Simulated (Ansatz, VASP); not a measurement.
# P in VASP and in Ansatz

```
P
1.0
     2.63141    0.00000    0.00000
    -1.31570    2.27887    0.00000
     0.00000    0.00000    2.43743
P
1
Cartesian
  0.0000 0.0000 0.0000
```

Alike in both runs: functional r2SCAN; k mesh 24 × 24 × 22; occupations gaussian, width 0.1 eV; no spin polarisation.

Ansatz relaxed the structure, and its values are those at the end. VASP's run is a single point on that final structure, the one shown.

|  | VASP | Ansatz |
| --- | --- | --- |
| version | VASP 6.6.1 | Ansatz 0.2.0 |
| potentials or method | VASP PAW PBE potentials, release 64 (P), cutoff 520 eV | scalar-relativistic, plane waves, PAW |
| valence electrons in the cell | 5 | 5 |

Ansatz gave:

| Item | Value |
| --- | --- |
| gap on the k mesh at the Fermi level (eV) | none |
| pressure (GPa) | 0.0 |

Question: Which values does VASP return?

Answer: gap on the k mesh at the Fermi level (eV): none; pressure (GPa): -0.2.

VASP's potentials were made for PBE, not for r2SCAN. A gap of «none» marks a metal or a gap that the smearing closes. The functional is the same, so the differences come from potentials, cutoffs and numerics.
